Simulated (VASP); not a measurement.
A run of VASP 6.6.1:

The input INCAR:

```
PREC = Accurate
ENCUT = 520
EDIFF = 1E-6
ISMEAR = -1
SIGMA = 0.1
LREAL = False
LASPH = True
NELM = 100
ALGO = Normal
ISIF = 2
LWAVE = False
LCHARG = False
GGA = PE
NBANDS = 16
```

The input KPOINTS:

```
regular mesh
0
Gamma
  15 15 15
```

Contents of POSCAR:

```
ZnS
1.0
    0.0000000000      2.3501394889      2.3501394889
    2.3501394889      0.0000000000      2.3501394889
    2.3501394889      2.3501394889      0.0000000000
Zn S
1 1
Direct
    0.0000000000      0.0000000000      0.0000000000
    0.5000000000      0.5000000000      0.5000000000
```

Potentials or basis: VASP PAW PBE potentials, release 64 (Zn, S).

Launch:

```sh
$ cat potpaw_PBE.64/Zn/POTCAR potpaw_PBE.64/S/POTCAR > POTCAR
$ mpirun -np 1 vasp_std > vasp.out
```

Hardware: 1 thread of Intel Xeon 8259CL (shared host).

Q: How long does it take, and how much memory?

A: Wall time 91 s on 1 thread of Intel Xeon 8259CL, with other jobs on the host, peak memory 0.19 GiB. Counts: scf iterations 13, k points 120.
